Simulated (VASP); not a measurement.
# MoS2 (R3m) in VASP: further runs

Runs on MoS2. Level: PBE+D3(BJ). Tasks: single point.

Everything below comes from runs of VASP 6.6.1. Logs are shortened: lines on timing, memory, paths and dates and some standing lists are left out, and cuts for length are marked.

### 1 The cell of the first run

The structure is trigonal, space group R3m (No. 160). The conventional cell has a = 3.106 Å, b = 3.106 Å, c = 17.450 Å, α = 90.00°, β = 90.00°, γ = 120.00°. Within 3.2 Å of Mo (site symmetry 3m) lie 6 S at 2.35 Å and 6 Mo at 3.11 Å. Within 3.4 Å of S (site symmetry 3m) lie 3 Mo at 2.35 Å and 10 S at 3.03 to 3.31 Å. Within 3.4 Å of S (site symmetry 3m) lie 3 Mo at 2.35 Å and 10 S at 3.03 to 3.31 Å.

### 2 Single point, PBE+D3(BJ) (strain -0.015 along x and y, -0.030 along z)

Input file INCAR:

```
SYSTEM = MoS2
ALGO = Normal
EDIFF = 1E-6
ENCUT = 520
GGA = PE
ISIF = 2
ISMEAR = 0
IVDW = 12
LASPH = .True.
LCHARG = .False.
LREAL = .False.
LWAVE = .False.
NBANDS = 20
NELM = 80
PREC = Accurate
SIGMA = 0.05
```

Input file KPOINTS:

```
k-points
0
Gamma
  12 12 12
  0 0 0
```

Input file POSCAR:

```
MoS2
1.0
    1.5528272632      0.8965252384      5.8166389361
   -1.5528272632      0.8965252384      5.8166389361
    0.0000000000     -1.7930504769      5.8166389361
Mo S
1 2
Direct
    0.0000172715      0.0000172715      0.0000172715
    0.7535591261      0.7535591261      0.7535591261
    0.5797236024      0.5797236024      0.5797236024
```

Potentials or basis: VASP PAW PBE potentials, release 64 (Mo_sv, S).

The run is started by

```console
> cat potpaw_PBE.64/Mo_sv/POTCAR potpaw_PBE.64/S/POTCAR > POTCAR
> mpirun -np 1 vasp_std > vasp.out
```

OUTCAR:

```text
SYSTEM = MoS2
   EDIFF = 1E-6
   ENCUT = 520
   GGA = PE
   ISIF = 2
   ISMEAR = 0
   IVDW = 12
   LASPH = .True.
   LREAL = .False.
   NELM = 80
   PREC = Accurate
 IVDW          = 12

 ion  position               nearest neighbor table
   1  0.000  0.000  0.000-   2 2.35   2 2.35   2 2.35   3 2.35   3 2.35   3 2.35
   2  0.754  0.754  0.754-   1 2.35   1 2.35   1 2.35
   3  0.580  0.580  0.580-   1 2.35   1 2.35   1 2.35

  LATTYP: Found a trigonal (rhomboedric) cell.
 ALAT       =     6.0867329928
 COS(alpha) =     0.8698309340

  Lattice vectors:

 A1 = (   1.5528272632,   0.8965252384,   5.8166389361)
 A2 = (  -1.5528272632,   0.8965252384,   5.8166389361)
 A3 = (   0.0000000000,  -1.7930504769,   5.8166389361)

Analysis of symmetry for initial positions (statically):
=====================================================================
 Subroutine PRICEL returns:
 Original cell was already a primitive cell.

 Routine SETGRP: Setting up the symmetry group for a
 trigonal (rhombohedral) supercell.

 Subroutine GETGRP returns: Found  6 space group operations
 (whereof  6 operations were pure point group operations)
 out of a pool of 12 trial point group operations.

The static configuration has the point symmetry C_3v.

Analysis of symmetry for dynamics (positions and initial velocities):
=====================================================================
 Subroutine PRICEL returns:
 Original cell was already a primitive cell.

 Routine SETGRP: Setting up the symmetry group for a
 trigonal (rhombohedral) supercell.

 Subroutine GETGRP returns: Found  6 space group operations
 (whereof  6 operations were pure point group operations)
 out of a pool of 12 trial point group operations.

The dynamic configuration has the point symmetry C_3v.

 Subroutine INISYM returns: Found  6 space group operations
 (whereof  6 operations are pure point group operations),
 and found     1 'primitive' translations

----------------------------------------------------------------------------------------

                                     Primitive cell

  volume of cell :      48.5858

  direct lattice vectors                    reciprocal lattice vectors
     1.552827263  0.896525238  5.816638936     0.321993316  0.185902928  0.057306863
    -1.552827263  0.896525238  5.816638936    -0.321993316  0.185902928  0.057306863
     0.000000000 -1.793050477  5.816638936     0.000000000 -0.371805856  0.057306863

  length of vectors
     6.086732993  6.086732993  6.086732993     0.376196320  0.376196320  0.376196320

  position of ions in fractional coordinates (direct lattice)
     0.000017271  0.000017271  0.000017271
     0.753559126  0.753559126  0.753559126
     0.579723602  0.579723602  0.579723602

  ion indices of the primitive-cell ions
   primitive index   ion index
                 1           1
                 2           2
                 3           3

----------------------------------------------------------------------------------------

 KPOINTS: k-points

Automatic generation of k-mesh.
 Grid dimensions read from file:
 generate k-points for:   12   12   12

 Generating k-lattice:

  Cartesian coordinates                     Fractional coordinates (reciprocal lattice)
     0.026832776  0.015491911  0.004775572     0.083333333 -0.000000000 -0.000000000
    -0.026832776  0.015491911  0.004775572    -0.000000000  0.083333333 -0.000000000
     0.000000000 -0.030983821  0.004775572     0.000000000  0.000000000  0.083333333

  Length of vectors
     0.031349693  0.031349693  0.031349693

  Shift w.r.t. Gamma in fractional coordinates (k-lattice)
     0.000000000  0.000000000  0.000000000

 Subroutine IBZKPT returns following result:
 ===========================================

 Found    189 irreducible k-points:

 Following reciprocal coordinates:
            Coordinates               Weight
  0.000000  0.000000  0.000000      1.000000
  0.083333 -0.000000 -0.000000      6.000000
  0.166667 -0.000000  0.000000      6.000000
  0.250000  0.000000 -0.000000      6.000000
  0.333333 -0.000000 -0.000000      6.000000
  0.416667  0.000000  0.000000      6.000000
[... 16 lines left out ...]
  0.500000  0.166667 -0.000000     12.000000
 -0.416667  0.166667  0.000000     12.000000
 [... further k-points ...]
   k-points           NKPTS =    189   k-points in BZ     NKDIM =    189   number of bands    NBANDS=     20
   number of dos      NEDOS =    301   number of ions     NIONS =      3
   total plane-waves  NPLWV = 110592
   dimension x,y,z NGX =    48 NGY =   48 NGZ =   48
   dimension x,y,z NGXF=    96 NGYF=   96 NGZF=   96
   ions per type =               1   2
   NGX,Y,Z   is equivalent  to a cutoff of  13.11, 13.11, 13.11 a.u.
   NGXF,Y,Z  is equivalent  to a cutoff of  26.22, 26.22, 26.22 a.u.
 SYSTEM =  MoS2
   PREC   = accura    normal or accurate (medium, high low for compatibility)
   ISTART =      0    job   : 0-new  1-cont  2-samecut
   ICHARG =      2    charge: 1-file 2-atom 10-const
   ISPIN  =      1    spin polarized calculation?
   LNONCOLLINEAR =      F non collinear calculations
   LSORBIT =      F    spin-orbit coupling
   LASPH  =      T    aspherical Exc in radial PAW
   ENCUT  =  520.0 eV  38.22 Ry    6.18 a.u.  11.32 11.32 11.32*2*pi/ulx,y,z
   NELM   =     80;   NELMIN=  2; NELMDL= -5     # of ELM steps
   EDIFF  = 0.1E-05   stopping-criterion for ELM
   LREAL  =      F    real-space projection
   EDIFFG = 0.1E-04   stopping-criterion for IOM
   NSW    =      0    number of steps for IOM
   IBRION =     -1    ionic relax: 0-MD 1-quasi-New 2-CG
   NFREE  =      0    steps in history (QN), initial steepest desc. (CG)
   ISIF   =      2    stress and relaxation
   ISYM   =      2    0-nonsym 1-usesym 2-fastsym
   POTIM  = 0.5000    time-step for ionic-motion
   TEBEG  =    0.0;   TEEND  =   0.0 temperature during run
   PSTRESS=    0.0 pullay stress
   NELECT =      26.0000    total number of electrons
   NUPDOWN=      -1.0000    fix difference up-down
   EMIN   =  10.00;   EMAX   =-10.00  energy-range for DOS
   EFERMI =   0.00;   METHOD = LEGACY
   ISMEAR =     0;   SIGMA  =   0.05  broadening in eV -4-tet -1-fermi 0-gaus
   EFERMI_NEDOS =   21; number of points for ismear=-14 and -15
   IALGO  =     38    algorithm
   IMIX   =      4    mixing-type and parameters
     AMIX     =   0.40;   BMIX     =  1.00
     AMIX_MAG =   1.60;   BMIX_MAG =  1.00
  volume/ion in A,a.u.               =      16.20       109.29
  Fermi-wavevector in a.u.,A,eV,Ry     =   1.329116  2.511665 24.035369  1.766550
  Thomas-Fermi vector in A             =   2.458303
   LORBIT       =      0    0 simple, 1 ext, 2 COOP (PROOUT), +10 PAW based schemes
   GGA     = PE    functional components
   LHFCALC =     F    Hartree Fock is set to
   AEXX    =    0.0000 exact exchange contribution
   IVDW    =    12    specifies the selected vdW correction
   LEPSILON=     F    determine dielectric tensor
   LRPA    =     F    only Hartree local field effects (RPA)
 non-spin polarized calculation
 Gauss-broadening in eV      SIGMA  =   0.05
  energy-cutoff  :      520.00
  volume of cell :       48.59
 maximum number of plane-waves:      1328
 NGX is ok and might be reduce to    48
   NGX = 23   NGY = 23   NGZ = 23

 number of electron      25.9999999 magnetization

 Free energy of the ion-electron system (eV)
  ---------------------------------------------------
  ext. energy  EPLUGINS =         0.00000000
  ---------------------------------------------------
  free energy    TOTEN  =       -21.57583664 eV

  energy without entropy =      -21.57583664  energy(sigma->0) =      -21.57583664

 E-fermi :   9.5160     XC(G=0): -11.3639

 val. band max:        9.1319708787   @ k =   0.5000   0.5000   0.5000
 cond. band min:       9.8236482178   @ k =  -0.1667   0.1667   0.0000
 fundamental gap:      0.6916773391
 Fermi energy:         9.5159979814

 k-point     1 :       0.0000    0.0000    0.0000
  band No.  band energies     occupation
      1     -52.6416      2.00000
      2     -26.8647      2.00000
      3     -26.5709      2.00000
      4     -26.5709      2.00000
      5      -6.6869      2.00000
      6      -4.5872      2.00000
[... 12 lines left out ...]
     19      17.0251      0.00000
     20      18.3913      0.00000

 k-point     2 :       0.0833   -0.0000   -0.0000
  band No.  band energies     occupation
      1     -52.6381      2.00000
      2     -26.8578      2.00000
      3     -26.6052      2.00000
      4     -26.5786      2.00000
      5      -6.5679      2.00000
      6      -4.5604      2.00000
[... 12 lines left out ...]
     19      17.4753      0.00000
     20      18.2680      0.00000

 k-point     3 :       0.1667   -0.0000    0.0000
  band No.  band energies     occupation
      1     -52.6283      2.00000
      2     -26.8388      2.00000
      3     -26.6982      2.00000
      4     -26.5995      2.00000
      5      -6.2279      2.00000
      6      -4.4832      2.00000
[... 12 lines left out ...]
     19      17.6392      0.00000
     20      18.3501      0.00000

 k-point     4 :       0.2500    0.0000   -0.0000
  band No.  band energies     occupation
      1     -52.6149      2.00000
      2     -26.8231      2.00000
      3     -26.8128      2.00000
      4     -26.6279      2.00000
      5      -5.7195      2.00000
      6      -4.3677      2.00000
[... 12 lines left out ...]
     19      17.2122      0.00000
     20      18.2763      0.00000

 k-point     5 :       0.3333   -0.0000   -0.0000
  band No.  band energies     occupation
      1     -52.6016      2.00000
      2     -26.9457      2.00000
      3     -26.7867      2.00000
      4     -26.6561      2.00000
      5      -5.1376      2.00000
      6      -4.2399      2.00000
[... 12 lines left out ...]
     19      16.7342      0.00000
     20      16.8826      0.00000

 k-point     6 :       0.4167    0.0000    0.0000
  band No.  band energies     occupation
      1     -52.5917      2.00000
      2     -27.0340      2.00000
      3     -26.7675      2.00000
      4     -26.6767      2.00000
      5      -4.6353      2.00000
      6      -4.1427      2.00000
[... 12 lines left out ...]
     19      15.7493      0.00000
     20      16.6495      0.00000

 k-point     7 :       0.5000    0.0000   -0.0000
  band No.  band energies     occupation
      1     -52.5881      2.00000
      2     -27.0661      2.00000
      3     -26.7604      2.00000
      4     -26.6842      2.00000
      5      -4.4213      2.00000
      6      -4.1134      2.00000
[... 12 lines left out ...]
     19      15.5446      0.00000
     20      16.6207      0.00000
[... 277 lines left out ...]
 k-point    20 :       0.2500    0.1667   -0.0000
  band No.  band energies     occupation
      1     -52.6199      2.00000
      2     -26.8224      2.00000
      3     -26.7716      2.00000
      4     -26.6237      2.00000
      5      -5.8761      2.00000
      6      -4.4730      2.00000
[... 12 lines left out ...]
     19      17.5292      0.00000
     20      18.0304      0.00000

 k-point    21 :       0.3333    0.1667   -0.0000
  band No.  band energies     occupation
      1     -52.6083      2.00000
      2     -26.8613      2.00000
      3     -26.7998      2.00000
      4     -26.6662      2.00000
      5      -5.4006      2.00000
      6      -4.3624      2.00000
[... 12 lines left out ...]
     19      17.5870      0.00000
     20      18.3317      0.00000

 k-point    22 :       0.4167    0.1667   -0.0000
  band No.  band energies     occupation
      1     -52.5966      2.00000
      2     -26.9454      2.00000
      3     -26.7772      2.00000
      4     -26.7131      2.00000
      5      -4.8717      2.00000
      6      -4.2221      2.00000
[... 12 lines left out ...]
     19      17.2066      0.00000
     20      17.8882      0.00000

 k-point    23 :       0.5000    0.1667   -0.0000
  band No.  band energies     occupation
      1     -52.5881      2.00000
      2     -27.0047      2.00000
      3     -26.7605      2.00000
      4     -26.7488      2.00000
      5      -4.4349      2.00000
      6      -4.0996      2.00000
[... 12 lines left out ...]
     19      17.1171      0.00000
     20      17.7887      0.00000

 k-point    24 :      -0.4167    0.1667    0.0000
  band No.  band energies     occupation
      1     -52.5850      2.00000
      2     -27.0260      2.00000
      3     -26.7621      2.00000
      4     -26.7544      2.00000
      5      -4.2599      2.00000
      6      -4.0514      2.00000
[... 12 lines left out ...]
     19      17.1913      0.00000
     20      17.8503      0.00000

 [... further k-points ...]

------------------------ aborting loop because EDIFF is reached ----------------------------------------

 Edisp (eV)   -1.40642

 E8    (eV) :    -0.5672

  FORCE on cell =-STRESS in cart. coord.  units (eV):
  Direction    XX          YY          ZZ          XY          YZ          ZX
  --------------------------------------------------------------------------------------
  -------------------------------------------------------------------------------------
  Total       2.89396     2.89396     4.13925     0.00000    -0.00000     0.00000
  in kB      95.43216    95.43216   136.49712     0.00000    -0.00000     0.00000
  external pressure =      109.12 kB  Pullay stress =        0.00 kB

 VOLUME and BASIS-vectors are now :
 -----------------------------------------------------------------------------
  energy-cutoff  :      520.00
  volume of cell :       48.59
      direct lattice vectors                 reciprocal lattice vectors
     1.552827263  0.896525238  5.816638936     0.321993316  0.185902928  0.057306863
    -1.552827263  0.896525238  5.816638936    -0.321993316  0.185902928  0.057306863
     0.000000000 -1.793050477  5.816638936     0.000000000 -0.371805856  0.057306863

 POSITION                                       TOTAL-FORCE (eV/Angst)
 -----------------------------------------------------------------------------------
      0.00000     -0.00000      0.00030         0.000000     -0.000000      0.001231
      0.00000     -0.00000     13.14954         0.000000     -0.000000      1.236136
      0.00000     -0.00000     10.11613         0.000000      0.000000     -1.237367
 -----------------------------------------------------------------------------------
    total drift:                                0.000000     -0.000000     -0.000128

  FREE ENERGIE OF THE ION-ELECTRON SYSTEM (eV)
  ---------------------------------------------------
  free  energy   TOTEN  =       -22.9822586458 eV

  energy  without entropy=      -22.9822586458  energy(sigma->0) =      -22.98225865
```

Wall time 3.3 min (1 thread of Intel Xeon 6975P-C (Granite Rapids), shared host); peak memory 0.43 GiB.

Results:

```
Free energy                : -22.9823 eV
Pressure                   : 10.9 GPa
Largest force              : 1.237 eV/Å
Band gap on the k mesh     : 0.69 eV (least direct gap 1.83 eV)
Dispersion energy per atom : -0.469 eV
```

Forces in eV/Å, atoms in the order of the input:
```
Mo   0.000  0.000  0.001
S    0.000  0.000  1.236
S    0.000  0.000 -1.237
```

Caveat: the cell differs from its parent crystal (strain -0.015 along x and y, -0.030 along z); the cell stands under pressure; forces of over 1 eV/Å act on the atoms, so gaps and moduli don't describe the material at rest. A k mesh can miss the band edges.

### 3 Single point, PBE+D3(BJ) (strain -0.030 along x and y, +0.015 along z)

Input file INCAR:

```
SYSTEM = MoS2
ALGO = Normal
EDIFF = 1E-6
ENCUT = 520
GGA = PE
ISIF = 2
ISMEAR = 0
IVDW = 12
LASPH = .TRUE.
LCHARG = .FALSE.
LREAL = .FALSE.
LWAVE = .FALSE.
NBANDS = 20
NELM = 60
PREC = Accurate
SIGMA = 0.05
```

Input file KPOINTS:

```
k-points
0
G
  12 12 12
  0 0 0
```

Input file POSCAR:

```
MoS2
1.0
    1.5291801475      0.8828725698      6.0864830105
   -1.5291801475      0.8828725698      6.0864830105
    0.0000000000     -1.7657451397      6.0864830105
Mo S
1 2
Direct
    0.0000172715      0.0000172715      0.0000172715
    0.7535591261      0.7535591261      0.7535591261
    0.5797236024      0.5797236024      0.5797236024
```

Potentials or basis: VASP PAW PBE potentials, release 64 (Mo_sv, S).

The run is started by

```console
> cat potpaw_PBE.64/Mo_sv/POTCAR potpaw_PBE.64/S/POTCAR > POTCAR
> mpirun -np 1 vasp_std > vasp.out
```

Wall time 3.2 min (1 thread of Intel Xeon 6975P-C (Granite Rapids), shared host); peak memory 0.42 GiB.

Results (log left out):

* Free energy: -22.9978 eV
* Pressure: 7.3 GPa
* Largest force: 0.191 eV/Å
* Band gap on the k mesh: 0.93 eV (least direct gap 2.13 eV)
* Dispersion energy per atom: -0.461 eV

Forces in eV/Å, atoms in the order of the input:
```
Mo   0.000  0.000 -0.002
S    0.000  0.000  0.191
S    0.000  0.000 -0.189
```

Stress tensor (GPa, compression positive):
```
10.04  0.00  0.00
 0.00 10.04  0.00
 0.00  0.00  1.84
```

Levels at points of the mesh, in eV from the valence-band top:
| k point | band 11 | band 12 | band 13 | band 14 | band 15 | band 16 |
| --- | --- | --- | --- | --- | --- | --- |
| (0.00, 0.00, 0.00) | -1.79 | -1.49 | -1.19 | 2.50 | 2.50 | 2.83 |
| (0.50, 0.00, 0.00) | -2.42 | -1.40 | -1.09 | 2.24 | 2.42 | 3.74 |
| (0.50, 0.50, 0.00) | -3.11 | -1.35 | -1.14 | 2.20 | 2.64 | 3.33 |
| (0.50, 0.50, 0.50) | -1.76 | -1.76 | 0.00 | 2.61 | 2.61 | 2.67 |

Caveat: the cell differs from its parent crystal (strain -0.030 along x and y, +0.015 along z); the stress differs along the axes, from 2 to 10 GPa. A k mesh can miss the band edges.

### 4 Single point, PBE+D3(BJ) (strain +0.000 along x and y, +0.015 along z)

Input file INCAR:

```
ALGO     = Normal         # electronic algorithm
EDIFF    = 1E-6           # SCF threshold, eV
ENCUT    = 520            # plane-wave cutoff, eV
GGA      = PE             # functional
ISIF     = 2              # what is computed and relaxed
ISMEAR   = 0              # smearing method
IVDW     = 12             # dispersion correction
LASPH    = True           # aspherical terms in the spheres
LCHARG   = False          # write CHGCAR
LREAL    = False          # projectors in reciprocal space
LWAVE    = False          # write WAVECAR
NBANDS   = 20             # bands
NELM     = 100            # most SCF steps
PREC     = Accurate       # precision mode
SIGMA    = 0.05           # smearing width, eV
```

Input file KPOINTS:

```
k-points
0
Gamma
  12 12 12
```

Input file POSCAR:

```
MoS2
1.0
    1.5764743789      0.9101779070      6.0864830105
   -1.5764743789      0.9101779070      6.0864830105
    0.0000000000     -1.8203558141      6.0864830105
Mo S
1 2
Direct
    0.0000172715      0.0000172715      0.0000172715
    0.7535591261      0.7535591261      0.7535591261
    0.5797236024      0.5797236024      0.5797236024
```

The run is started by

```console
> cat potpaw_PBE.64/Mo_sv/POTCAR potpaw_PBE.64/S/POTCAR > POTCAR
> mpirun -np 1 vasp_std > vasp.out
```

Run time: 5.3 min. Hardware: 1 thread of AMD EPYC 9R45 (Zen 5), shared host; peak memory 0.41 GiB.

The run converged. Its results:

```
Free energy                : -23.0754 eV
Pressure                   : -2.5 GPa
Largest force              : 0.424 eV/Å
Band gap on the k mesh     : 0.86 eV (least direct gap 1.81 eV)
Dispersion energy per atom : -0.434 eV
```

Forces on the atoms (eV/Å):
```
Mo   0.000  0.000 -0.001
S    0.000  0.000 -0.423
S    0.000  0.000  0.424
```

Stress tensor (GPa, compression positive):
```
-1.53  0.00  0.00
 0.00 -1.53  0.00
 0.00  0.00 -4.54
```

Levels at points of the mesh, in eV from the valence-band top:
```tsv
k point	band 10	band 11	band 12	band 13	band 14	band 15	band 16	band 17
(0.00, 0.00, 0.00)	-2.05	-2.05	-1.28	-1.10	2.08	2.08	2.43	2.43
(0.50, 0.00, 0.00)	-3.79	-2.36	-1.43	-1.40	1.75	2.07	3.34	3.53
(0.50, 0.50, 0.00)	-3.68	-3.01	-1.66	-1.23	1.69	2.23	3.01	3.87
(0.50, 0.50, 0.50)	-3.13	-2.00	-2.00	0.00	2.20	2.20	2.26	2.26
```

Caveat: the cell differs from its parent crystal (strain +0.000 along x and y, +0.015 along z). A k mesh can miss the band edges.

(Part 1 of 2 ends here.)
